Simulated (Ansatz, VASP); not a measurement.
**Two plane-wave programs on InO**

POSCAR

```
InO
1.0
    3.4536138013      0.0000000000      0.0000000000
   -1.7268069007      2.9909172868      0.0000000000
    0.0000000000      0.0000000000     15.8771000000
In O
2 2
Direct
    0.6666666667      0.3333333333      0.5900210000
    0.6666666667      0.3333333333      0.4099790000
    0.0000000000      0.0000000000      0.6398670000
    0.0000000000      0.0000000000      0.3601330000
```

File INCAR.step1:

```
ALGO = Normal
EDIFF = 1E-4
ENCUT = 520
GGA = PE
ISMEAR = 0
LASPH = T
LCHARG = F
LREAL = F
LWAVE = T
NBANDS = 27
NELM = 100
PREC = Accurate
SIGMA = 0.05
```

Contents of INCAR.step2:

```
ALGO = Normal
EDIFF = 1E-7
ENCUT = 520
ISIF = 2
ISMEAR = 0
ISTART = 1
LASPH = T
LCHARG = F
LMIXTAU = T
LREAL = F
LWAVE = F
METAGGA = R2SCAN
NBANDS = 27
NELM = 100
PREC = Accurate
SIGMA = 0.05
```

Contents of KPOINTS:

```
k-points
0
Gamma
  12 12 2
```

Input for Ansatz:

```yaml
crystal:
  lattice:
    - [3.4536138013, 0.0, 0.0]
    - [-1.7268069007, 2.9909172868, 0.0]
    - [0.0, 0.0, 15.8771]
  atoms:
    - { symbol: In, position: [0.6666666667, 0.3333333333, 0.590021] }
    - { symbol: In, position: [0.6666666667, 0.3333333333, 0.409979] }
    - { symbol: O, position: [0.0, 0.0, 0.639867] }
    - { symbol: O, position: [0.0, 0.0, 0.360133] }
basis:
  ecutwfc: 500
kpoints:
  mp_grid: { grid: [12, 12, 2] }
hamiltonian:
  xc: r2scan
scf:
  occupations: { method: gaussian, width: 0.05 }
output:
  forces: true
  stress: true
  eigenvalues: true
  write_density: true
  write_potential: true
  elf: true
  volumetric_format: npy
```

Alike in both runs: task single point; functional r2SCAN; k mesh 12 × 12 × 2; occupations gaussian, width 0.05 eV; no spin polarisation.

|  | VASP | Ansatz |
| --- | --- | --- |
| version | VASP 6.6.1 | Ansatz 0.2.0 |
| potentials or method | VASP PAW PBE potentials, release 64 (In_d, O), cutoff 520 eV | scalar-relativistic, plane waves, PAW |
| valence electrons in the cell | 38 | 38 |

Ansatz gave:

```
gap on the k mesh at the Fermi level (eV) : 0.71
least direct gap on the mesh (eV)         : 1.44
rms of the force components (eV/Å)        : 0.196
```

Which values does VASP return?

gap on the k mesh at the Fermi level (eV): 0.71; least direct gap on the mesh (eV): 1.44; rms of the force components (eV/Å): 0.163.

VASP's potentials were made for PBE, not for r2SCAN. Atom by atom the forces differ by 0.032 eV/Å (rms over components). With one functional, cell and mesh, what is left measures potentials, basis and numerics. Ansatz's warnings: xc potential rough in thin density.
